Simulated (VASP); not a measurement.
# Sc4Al (R-3m) in VASP: notebook

The runs below take Sc4Al through single point, with PBE.

Program: VASP 6.6.1. These are calculated values, not measurements. Logs are shortened: lines on timing, memory, paths and dates and some standing lists are left out, and cuts for length are marked.

**1. The cell of the first run**

Symmetry: R-3m, No. 166, trigonal system. Conventional cell: a = 4.660 Å, b = 4.660 Å, c = 14.268 Å, α = 90.00°, β = 90.00°, γ = 120.00°. Sc (site symmetry 3m) has 10 Sc at 2.85 to 3.30 Å and 4 Al at 2.85 to 3.30 Å within 3.8 Å. Within 3.8 Å of Sc (site symmetry 3m) lie 3 Al at 2.85 Å and 11 Sc at 2.85 to 3.30 Å. Al (site symmetry -3m) has 14 Sc at 2.85 to 3.30 Å within 3.8 Å.

**2. Single point, PBE**

The input, INCAR:

```
SYSTEM = Sc4Al
PREC = Accurate
ENCUT = 520
EDIFF = 1E-6
ISMEAR = 0
SIGMA = 0.1
LREAL = .False.
LASPH = .True.
NELM = 100
ALGO = Fast
ISIF = 2
LWAVE = .False.
LCHARG = .False.
GGA = PE
NBANDS = 32
```

The input, KPOINTS:

```
regular mesh
0
Gamma
  6 6 6
  0 0 0
```

The input, POSCAR:

```
Sc4Al
1.0
    2.3299256300      1.3451831900      4.7559407900
   -2.3299256300      1.3451831900      4.7559407900
    0.0000000000     -2.6903663800      4.7559407900
Sc Al
4 1
Direct
    0.7000000000      0.7000000000      0.7000000000
    0.1000000000      0.1000000000      0.1000000000
    0.9000000000      0.9000000000      0.9000000000
    0.3000000000      0.3000000000      0.3000000000
    0.5000000000      0.5000000000      0.5000000000
```

Potentials or basis: VASP PAW PBE potentials, release 64 (Sc_sv, Al).

Run with:

```console
cat potpaw_PBE.64/Sc_sv/POTCAR potpaw_PBE.64/Al/POTCAR > POTCAR
mpirun -np 1 vasp_std > vasp.out
```

OUTCAR:

```text
SYSTEM = Sc4Al
   PREC = Accurate
   ENCUT = 520
   EDIFF = 1E-6
   ISMEAR = 0
   LREAL = .False.
   LASPH = .True.
   NELM = 100
   ISIF = 2
   GGA = PE

 ion  position               nearest neighbor table
   1  0.700  0.700  0.700-   2 2.85   2 2.85   4 2.85   4 2.85   2 2.85   4 2.85   3 2.85   5 2.85
                             5 3.30   5 3.30   3 3.30   3 3.30   5 3.30   3 3.30
   2  0.100  0.100  0.100-   1 2.85   1 2.85   5 2.85   5 2.85   1 2.85   5 2.85   4 2.85   3 2.85
                             3 3.30   3 3.30   4 3.30   4 3.30   3 3.30   4 3.30
   3  0.900  0.900  0.900-   5 2.85   5 2.85   4 2.85   4 2.85   5 2.85   4 2.85   1 2.85   2 2.85
                             2 3.30   2 3.30   1 3.30   1 3.30   2 3.30   1 3.30
   4  0.300  0.300  0.300-   3 2.85   3 2.85   1 2.85   1 2.85   3 2.85   1 2.85   2 2.85   5 2.85
                             5 3.30   5 3.30   2 3.30   2 3.30   5 3.30   2 3.30
   5  0.500  0.500  0.500-   2 2.85   2 2.85   3 2.85   3 2.85   2 2.85   3 2.85   4 2.85   1 2.85
                             1 3.30   4 3.30   1 3.30   4 3.30   1 3.30   4 3.30

  LATTYP: Found a trigonal (rhomboedric) cell.
 ALAT       =     5.4641599587
 COS(alpha) =     0.6363636378

  Lattice vectors:

 A1 = (   2.3299256300,   1.3451831900,   4.7559407900)
 A2 = (  -2.3299256300,   1.3451831900,   4.7559407900)
 A3 = (   0.0000000000,  -2.6903663800,   4.7559407900)

Analysis of symmetry for initial positions (statically):
=====================================================================
 Subroutine PRICEL returns:
 Original cell was already a primitive cell.

 Routine SETGRP: Setting up the symmetry group for a
 trigonal (rhombohedral) supercell.

 Subroutine GETGRP returns: Found 12 space group operations
 (whereof 12 operations were pure point group operations)
 out of a pool of 12 trial point group operations.

The static configuration has the point symmetry D_3d.

Analysis of symmetry for dynamics (positions and initial velocities):
=====================================================================
 Subroutine PRICEL returns:
 Original cell was already a primitive cell.

 Routine SETGRP: Setting up the symmetry group for a
 trigonal (rhombohedral) supercell.

 Subroutine GETGRP returns: Found 12 space group operations
 (whereof 12 operations were pure point group operations)
 out of a pool of 12 trial point group operations.

The dynamic configuration has the point symmetry D_3d.

 Subroutine INISYM returns: Found 12 space group operations
 (whereof 12 operations are pure point group operations),
 and found     1 'primitive' translations

----------------------------------------------------------------------------------------

                                     Primitive cell

  volume of cell :      89.4358

  direct lattice vectors                    reciprocal lattice vectors
     2.329925630  1.345183190  4.755940790     0.214599124  0.123898862  0.070087780
    -2.329925630  1.345183190  4.755940790    -0.214599124  0.123898862  0.070087780
     0.000000000 -2.690366380  4.755940790     0.000000000 -0.247797724  0.070087780

  length of vectors
     5.464159959  5.464159959  5.464159959     0.257518949  0.257518949  0.257518949

  position of ions in fractional coordinates (direct lattice)
     0.700000000  0.700000000  0.700000000
     0.100000000  0.100000000  0.100000000
     0.900000000  0.900000000  0.900000000
     0.300000000  0.300000000  0.300000000
     0.500000000  0.500000000  0.500000000

  ion indices of the primitive-cell ions
   primitive index   ion index
                 1           1
                 2           2
                 3           3
                 4           4
                 5           5

----------------------------------------------------------------------------------------

 KPOINTS: regular mesh

Automatic generation of k-mesh.
 Grid dimensions read from file:
 generate k-points for:    6    6    6

 Generating k-lattice:

  Cartesian coordinates                     Fractional coordinates (reciprocal lattice)
     0.035766521  0.020649810  0.011681297     0.166666667  0.000000000 -0.000000000
    -0.035766521  0.020649810  0.011681297     0.000000000  0.166666667 -0.000000000
     0.000000000 -0.041299621  0.011681297    -0.000000000 -0.000000000  0.166666667

  Length of vectors
     0.042919825  0.042919825  0.042919825

  Shift w.r.t. Gamma in fractional coordinates (k-lattice)
     0.000000000  0.000000000  0.000000000

 Subroutine IBZKPT returns following result:
 ===========================================

 Found     32 irreducible k-points:

 Following reciprocal coordinates:
            Coordinates               Weight
  0.000000  0.000000  0.000000      1.000000
  0.166667 -0.000000  0.000000      6.000000
  0.333333 -0.000000 -0.000000      6.000000
  0.500000  0.000000 -0.000000      3.000000
  0.166667  0.166667  0.000000      6.000000
  0.333333  0.166667  0.000000     12.000000
[... 16 lines left out ...]
  0.500000  0.500000  0.166667      6.000000
 -0.333333  0.500000  0.166667     12.000000
 [... further k-points ...]
   k-points           NKPTS =     32   k-points in BZ     NKDIM =     32   number of bands    NBANDS=     32
   number of dos      NEDOS =    301   number of ions     NIONS =      5
   total plane-waves  NPLWV =  74088
   dimension x,y,z NGX =    42 NGY =   42 NGZ =   42
   dimension x,y,z NGXF=    84 NGYF=   84 NGZF=   84
   ions per type =               4   1
   NGX,Y,Z   is equivalent  to a cutoff of  12.78, 12.78, 12.78 a.u.
   NGXF,Y,Z  is equivalent  to a cutoff of  25.56, 25.56, 25.56 a.u.
 SYSTEM =  Sc4Al
   PREC   = accura    normal or accurate (medium, high low for compatibility)
   ISTART =      0    job   : 0-new  1-cont  2-samecut
   ICHARG =      2    charge: 1-file 2-atom 10-const
   ISPIN  =      1    spin polarized calculation?
   LNONCOLLINEAR =      F non collinear calculations
   LSORBIT =      F    spin-orbit coupling
   LASPH  =      T    aspherical Exc in radial PAW
   ENCUT  =  520.0 eV  38.22 Ry    6.18 a.u.  10.16 10.16 10.16*2*pi/ulx,y,z
   NELM   =    100;   NELMIN=  2; NELMDL= -5     # of ELM steps
   EDIFF  = 0.1E-05   stopping-criterion for ELM
   LREAL  =      F    real-space projection
   EDIFFG = 0.1E-04   stopping-criterion for IOM
   NSW    =      0    number of steps for IOM
   IBRION =     -1    ionic relax: 0-MD 1-quasi-New 2-CG
   NFREE  =      0    steps in history (QN), initial steepest desc. (CG)
   ISIF   =      2    stress and relaxation
   ISYM   =      2    0-nonsym 1-usesym 2-fastsym
   POTIM  = 0.5000    time-step for ionic-motion
   TEBEG  =    0.0;   TEEND  =   0.0 temperature during run
   PSTRESS=    0.0 pullay stress
   NELECT =      47.0000    total number of electrons
   NUPDOWN=      -1.0000    fix difference up-down
   EMIN   =  10.00;   EMAX   =-10.00  energy-range for DOS
   EFERMI =   0.00;   METHOD = LEGACY
   ISMEAR =     0;   SIGMA  =   0.10  broadening in eV -4-tet -1-fermi 0-gaus
   EFERMI_NEDOS =   21; number of points for ismear=-14 and -15
   IALGO  =     68    algorithm
   IMIX   =      4    mixing-type and parameters
     AMIX     =   0.40;   BMIX     =  1.00
     AMIX_MAG =   1.60;   BMIX_MAG =  1.00
  volume/ion in A,a.u.               =      17.89       120.71
  Fermi-wavevector in a.u.,A,eV,Ry     =   1.321104  2.496525 23.746468  1.745316
  Thomas-Fermi vector in A             =   2.450882
   LORBIT       =      0    0 simple, 1 ext, 2 COOP (PROOUT), +10 PAW based schemes
   GGA     = PE    functional components
   LHFCALC =     F    Hartree Fock is set to
   AEXX    =    0.0000 exact exchange contribution
   IVDW    =     0    specifies the selected vdW correction
   LEPSILON=     F    determine dielectric tensor
   LRPA    =     F    only Hartree local field effects (RPA)
 non-spin polarized calculation
 RMM-DIIS sequential band-by-band and
 Gauss-broadening in eV      SIGMA  =   0.10
  energy-cutoff  :      520.00
  volume of cell :       89.44
 maximum number of plane-waves:      2436
 NGX is ok and might be reduce to    42
   NGX = 21   NGY = 21   NGZ = 21

 number of electron      47.0000000 magnetization

 Free energy of the ion-electron system (eV)
  ---------------------------------------------------
  ext. energy  EPLUGINS =         0.00000000
  ---------------------------------------------------
  free energy    TOTEN  =       -28.04807454 eV

  energy without entropy =      -28.02134843  energy(sigma->0) =      -28.03471148

 E-fermi :   6.0725     XC(G=0): -10.9823

 val. band max:        6.0691006207   @ k =   0.3333  -0.0000  -0.0000
 cond. band min:       6.0736812632   @ k =   0.5000   0.3333   0.3333
 fundamental gap:      0.0045806424
 Fermi energy:         6.0725214926

 k-point     1 :       0.0000    0.0000    0.0000
  band No.  band energies     occupation
      1     -42.9511      2.00000
      2     -42.7676      2.00000
      3     -42.6348      2.00000
      4     -42.5964      2.00000
      5     -21.8496      2.00000
      6     -21.8496      2.00000
[... 24 lines left out ...]
     31       8.7378      0.00000
     32       9.9923      0.00000

 k-point     2 :       0.1667   -0.0000    0.0000
  band No.  band energies     occupation
      1     -42.9357      2.00000
      2     -42.7746      2.00000
      3     -42.6390      2.00000
      4     -42.6009      2.00000
      5     -21.8793      2.00000
      6     -21.8779      2.00000
[... 24 lines left out ...]
     31       8.5200      0.00000
     32       9.2618      0.00000
[... 733 lines left out ...]
     31       9.0068      0.00000
     32       9.1025      0.00000

 k-point    24 :      -0.3333    0.5000    0.1667
  band No.  band energies     occupation
      1     -42.8598      2.00000
      2     -42.8163      2.00000
      3     -42.6615      2.00000
      4     -42.6140      2.00000
      5     -21.9686      2.00000
      6     -21.8798      2.00000
[... 24 lines left out ...]
     31       8.4692      0.00000
     32       9.1836      0.00000

 [... further k-points ...]

------------------------ aborting loop because EDIFF is reached ----------------------------------------

  FORCE on cell =-STRESS in cart. coord.  units (eV):
  Direction    XX          YY          ZZ          XY          YZ          ZX
  --------------------------------------------------------------------------------------
  -------------------------------------------------------------------------------------
  Total       10.2311734     10.2311734     13.5645739      0.0000000      0.0000000      0.0000000
  in kB      183.2841230    183.2841231    242.9995990      0.0000000      0.0000000      0.0000000
  external PRESSURE =     203.1892817 kB  Pullay stress =       0.0000000 kB

 VOLUME and BASIS-vectors are now :
 -----------------------------------------------------------------------------
  energy-cutoff  :      520.00
  volume of cell :       89.44
      direct lattice vectors                 reciprocal lattice vectors
     2.329925630  1.345183190  4.755940790     0.214599124  0.123898862  0.070087780
    -2.329925630  1.345183190  4.755940790    -0.214599124  0.123898862  0.070087780
     0.000000000 -2.690366380  4.755940790     0.000000000 -0.247797724  0.070087780

 POSITION                                       TOTAL-FORCE (eV/Angst)
 -----------------------------------------------------------------------------------
      0.00000      0.00000      9.98748         0.000000     -0.000000     -0.894540
      0.00000      0.00000      1.42678         0.000000     -0.000000      0.312651
      0.00000      0.00000     12.84104         0.000000     -0.000000     -0.312651
      0.00000      0.00000      4.28035         0.000000      0.000000      0.894540
      0.00000      0.00000      7.13391         0.000000      0.000000     -0.000000
 -----------------------------------------------------------------------------------
    total drift:                                0.000000      0.000000      0.000000

  FREE ENERGIE OF THE ION-ELECTRON SYSTEM (eV)
  ---------------------------------------------------
  free  energy   TOTEN  =       -28.0480745352 eV

  energy  without entropy=      -28.0213484287  energy(sigma->0) =      -28.03471148
```

Run time: 2.7 min. Hardware: 1 thread of Intel Xeon Platinum 8375C at 2.90GHz (Ice Lake), shared host; peak memory 0.29 GiB.

Results:

| Item | Value |
| --- | --- |
| Free energy | -28.0481 eV |
| Pressure | 20.3 GPa |
| Largest force | 0.895 eV/Å |

Forces in eV/Å, atoms in the order of the input:
```
Sc   0.000  0.000 -0.895
Sc   0.000  0.000  0.313
Sc   0.000  0.000 -0.313
Sc   0.000  0.000  0.895
Al   0.000  0.000  0.000
```

Levels at points of the mesh, in eV from the Fermi level:
| k point | band 21 | band 22 | band 23 | band 24 | band 25 | band 26 |
| --- | --- | --- | --- | --- | --- | --- |
| (0.00, 0.00, 0.00) | -1.05 | -0.56 | -0.56 | -0.09 | -0.09 | 0.44 |
| (0.50, 0.00, 0.00) | -1.58 | -0.16 | 0.01 | 0.06 | 0.24 | 0.60 |
| (0.50, 0.50, 0.00) | -1.08 | -1.07 | -0.13 | -0.07 | 0.41 | 0.47 |
| (0.50, 0.50, 0.50) | -1.41 | -1.41 | -0.90 | 0.20 | 0.37 | 0.37 |

**3. Single point, PBE**

This run uses another cell than the first one, of 22.29 Å³/atom, 1.246 times its volume.

The input, INCAR:

```
ALGO = Normal
EDIFF = 1E-6
ENCUT = 520
GGA = PE
ISIF = 2
ISMEAR = 0
LASPH = T
LCHARG = T
LELF = T
LREAL = F
LVHAR = T
LWAVE = F
NBANDS = 32
NELM = 60
PREC = Accurate
SIGMA = 0.1
```

The input, KPOINTS:

```
k-points
0
Gamma
  6 6 6
```

The input, POSCAR:

```
Sc4Al
1.0
    2.4724867790      1.4274909074      5.2630382209
   -2.4724867790      1.4274909074      5.2630382209
    0.0000000000     -2.8549818149      5.2630382209
Sc Al
4 1
Direct
    0.6835879333      0.6835879333      0.6835879333
    0.1047789798      0.1047789798      0.1047789798
    0.8952210202      0.8952210202      0.8952210202
    0.3164120667      0.3164120667      0.3164120667
    0.5000000000      0.5000000000      0.5000000000
```

Potentials or basis: VASP PAW PBE potentials, release 64 (Sc_sv, Al).

Run with:

```console
cat potpaw_PBE.64/Sc_sv/POTCAR potpaw_PBE.64/Al/POTCAR > POTCAR
mpirun -np 1 vasp_std > vasp.out
```

Run time: 2.5 min. Hardware: 1 thread of Intel Xeon Platinum 8375C at 2.90GHz (Ice Lake), shared host; peak memory 0.36 GiB.

The run converged. Its results:

| Quantity | Value |
| --- | --- |
| Free energy | -29.6101 eV |
| Pressure | 0.3 GPa |
| Largest force | 0.017 eV/Å |

Forces on the atoms (eV/Å):
```
Sc   0.000  0.000  0.017
Sc   0.000  0.000  0.004
Sc   0.000  0.000 -0.004
Sc   0.000  0.000 -0.017
Al   0.000  0.000  0.000
```

Stress tensor (GPa, compression positive):
```
0.19 0.00 0.00
0.00 0.19 0.00
0.00 0.00 0.38
```

Levels at points of the mesh, in eV from the Fermi level:
| k point | band 21 | band 22 | band 23 | band 24 | band 25 | band 26 |
| --- | --- | --- | --- | --- | --- | --- |
| (0.00, 0.00, 0.00) | -1.48 | -0.40 | -0.40 | 0.06 | 0.06 | 1.03 |
| (0.50, 0.00, 0.00) | -1.20 | -0.50 | -0.13 | 0.08 | 0.44 | 0.49 |
| (0.50, 0.50, 0.00) | -1.10 | -0.67 | 0.01 | 0.08 | 0.26 | 0.62 |
| (0.50, 0.50, 0.50) | -0.97 | -0.89 | -0.89 | 0.16 | 0.16 | 0.60 |
